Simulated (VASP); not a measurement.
## Te4Pt3: single point with PBEsol

Crystal: Te4Pt3.

```xyz
7
Lattice="1.9940 1.1512 11.7967 -1.9940 1.1512 11.7967 0.0000 -2.3025 11.7967" Properties=species:S:1:pos:R:3 pbc="T T T"
Te    0.0000    0.0000   15.6778
Te    0.0000    0.0000   19.7122
Te    0.0000    0.0000   10.4401
Te    0.0000    0.0000   24.9500
Pt    0.0000    0.0000    0.0000
Pt    0.0000    0.0000    5.1669
Pt    0.0000    0.0000   30.2231
```

| Item | Value |
| --- | --- |
| Program | VASP 6.6.1 |
| Task | single point |
| Functional | PBEsol |
| Potentials or basis | VASP PAW PBE potentials, release 64 (Te, Pt) |
| Cutoff | 520 eV |
| k mesh | 6 × 6 × 6 |
| Occupations | gaussian, width 0.1 eV |
| Spin | no spin polarisation |

The pressure is -1.3 GPa. The largest force is 0.746 eV/Å. The band gap on the k mesh is zero (bands 27 and 28 overlap by 2.06 eV).

Forces on the atoms (eV/Å):
```
Te   0.000  0.000  0.746
Te   0.000  0.000 -0.746
Te   0.000  0.000 -0.080
Te   0.000  0.000  0.080
Pt   0.000  0.000  0.000
Pt   0.000  0.000 -0.198
Pt   0.000  0.000  0.198
```

Stress tensor (GPa, compression positive):
```
-1.25  0.00  0.00
 0.00 -1.25  0.00
 0.00  0.00 -1.50
```

Levels at points of the mesh, in eV from the Fermi level:
```tsv
k point	band 23	band 24	band 25	band 26	band 27	band 28	band 29	band 30	band 31	band 32
(0.00, 0.00, 0.00)	-0.64	-0.64	0.59	0.59	1.20	2.05	2.05	2.13	2.13	2.18
(0.50, 0.00, 0.00)	-2.30	-2.28	-1.64	-1.45	-0.88	-0.62	0.84	1.71	1.74	3.24
(0.50, 0.50, 0.00)	-2.29	-2.13	-1.64	-1.60	-1.19	0.07	0.85	1.35	2.52	2.67
(0.50, 0.50, 0.50)	-0.67	-0.67	-0.01	0.84	0.84	1.40	1.40	2.64	2.64	2.95
```

Wall time 14 min on 1 thread of Intel(R) Xeon(R) 6975P-C (Granite Rapids) (shared host), peak memory 1.3 GiB.

Caveat: the PAW data sets were made with another functional, which shifts forces and pressure a little; spin-orbit coupling is left out, which moves the levels of the heavy elements.
